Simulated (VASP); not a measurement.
Input of a VASP 6.6.1 run:

Contents of INCAR:

```
SYSTEM = CO2
PREC     = Accurate       ! precision mode
ENCUT    = 520            ! plane-wave cutoff, eV
EDIFF    = 1E-6           ! SCF threshold, eV
ISMEAR   = 0              ! smearing method
SIGMA    = 0.02           ! smearing width, eV
LREAL    = .FALSE.        ! projectors in reciprocal space
LASPH    = .TRUE.         ! aspherical terms in the spheres
NELM     = 100            ! most SCF steps
ALGO     = Normal         ! electronic algorithm
ISIF     = 2              ! what is computed and relaxed
LWAVE    = .FALSE.        ! write WAVECAR
LCHARG   = .FALSE.        ! write CHGCAR
GGA      = PE             ! functional
NBANDS   = 25             ! bands
```

Contents of KPOINTS:

```
Automatic mesh
0
G
  6 6 4
  0 0 0
```

Contents of POSCAR:

```
CO2
1.0
    2.6897628964     -2.5474995705      0.0000000000
    2.6897628964      2.5474995705      0.0000000000
    0.0000000000      0.0000000000      6.5456757081
C O
2 4
Direct
    0.0000000000      0.0000000000      0.0000000000
    0.5000000000      0.5000000000      0.5000000000
    0.8072451492      0.1927548508      0.8973956390
    0.1927548508      0.8072451492      0.1026043610
    0.6927548508      0.3072451492      0.3973956390
    0.3072451492      0.6927548508      0.6026043610
```

Potentials or basis: VASP PAW PBE potentials, release 64 (C, O).

Launch:

```sh
$ cat potpaw_PBE.64/C/POTCAR potpaw_PBE.64/O/POTCAR > POTCAR
$ mpirun -np 1 vasp_std > vasp.out
```

Task: Estimate the pressure.

Result: -3.0 GPa.

Task: Predict the largest force.

Result: 1.484 eV/Å.

Forces in eV/Å, atoms in the order of the input:
```
C    0.000  0.000  0.000
C    0.000  0.000  0.000
O    0.000 -1.244  0.810
O    0.000  1.244 -0.810
O    0.000  1.244  0.810
O    0.000 -1.244 -0.810
```

Caveat: the cell differs from its parent crystal (strained); the stress differs along the axes, from -8 to 2 GPa; this functional lacks dispersion, which holds the molecules together, so the pressure and a relaxed volume are unreliable; forces of over 1 eV/Å act on the atoms, so gaps and moduli don't describe the material at rest.
